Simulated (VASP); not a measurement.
Here is a VASP 6.6.1 calculation.

Contents of INCAR:

```
  ALGO = Normal
  EDIFF = 1E-6
  EDIFFG = -0.01
  ENCUT = 600
  GGA = PE
  IBRION = 2
  ISIF = 4
  ISMEAR = 0
  LASPH = True
  LCHARG = False
  LREAL = False
  LWAVE = False
  NELM = 60
  NSW = 50
  PREC = Accurate
  SIGMA = 0.1
```

The input KPOINTS:

```
k-points
0
Gamma
  15 15 8
```

Contents of POSCAR:

```
Hf
1.0
    3.1724429772      0.0000000000      0.0000000000
   -1.5862214886      2.7474162103      0.0000000000
    0.0000000000      0.0000000000      5.0165007455
Hf
2
Direct
    0.3333333333      0.6666666667      0.2500000000
    0.6666666667      0.3333333333      0.7500000000
```

Potentials or basis: VASP PAW PBE potentials, release 64 (Hf_pv).

Run with:

```console
$ cat potpaw_PBE.64/Hf_pv/POTCAR > POTCAR
$ mpirun -np 1 vasp_std > vasp.out
```

Task: Predict the band gap on the k mesh.

Result: Zero (band 10 reaches 6.27 eV, above the bottom of band 11 at 4.64 eV).

Final structure:
```
CELL_PARAMETERS angstrom
3.17244 0.00000 0.00000
-1.58622 2.74742 0.00000
0.00000 0.00000 5.01650
ATOMIC_POSITIONS crystal
Hf 0.33333 0.66667 0.25000
Hf 0.66667 0.33333 0.75000
```

Caveat: the relaxation stopped at its first step, so nothing moved; spin-orbit coupling is left out, which moves the levels of the heavy elements.
